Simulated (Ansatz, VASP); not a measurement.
# ZrS in VASP and in Ansatz

```xyz
2
Lattice="0.0000 2.5659 2.6250 2.6841 0.0000 2.6250 2.6841 2.5659 0.0000" Properties=species:S:1:pos:R:3 pbc="T T T"
Zr    0.0000    0.0000    0.0000
S     2.6841    2.5659    2.6250
```

Change from the starting cell: strain +0.0225 x Voigt [1, -1, 0, 0, 0, 0], atoms carried along.

Alike in both runs: task single point; functional PBEsol; k mesh 16 × 16 × 16; occupations gaussian, width 0.15 eV; no spin polarisation.

|  | VASP | Ansatz |
| --- | --- | --- |
| version | VASP 6.6.1 | Ansatz 0.2.0 |
| potentials or method | VASP PAW PBE potentials, release 64 (Zr_sv, S), cutoff 520 eV | scalar-relativistic, plane waves, PAW |
| valence electrons in the cell | 18 | 18 |

Ansatz gave:

| Item | Value |
| --- | --- |
| gap on the k mesh at the Fermi level (eV) | none |
| pressure (GPa) | -5.8 |
| traceless stress, the component that is largest in VASP (GPa) | 5.81 |

Task: Estimate VASP's values.

Result: gap on the k mesh at the Fermi level (eV): none; pressure (GPa): -5.7; traceless stress, the component that is largest in VASP (GPa): 5.85.

VASP's potentials were made for PBE, not for PBEsol. A gap of «none» marks a metal or a gap that the smearing closes.
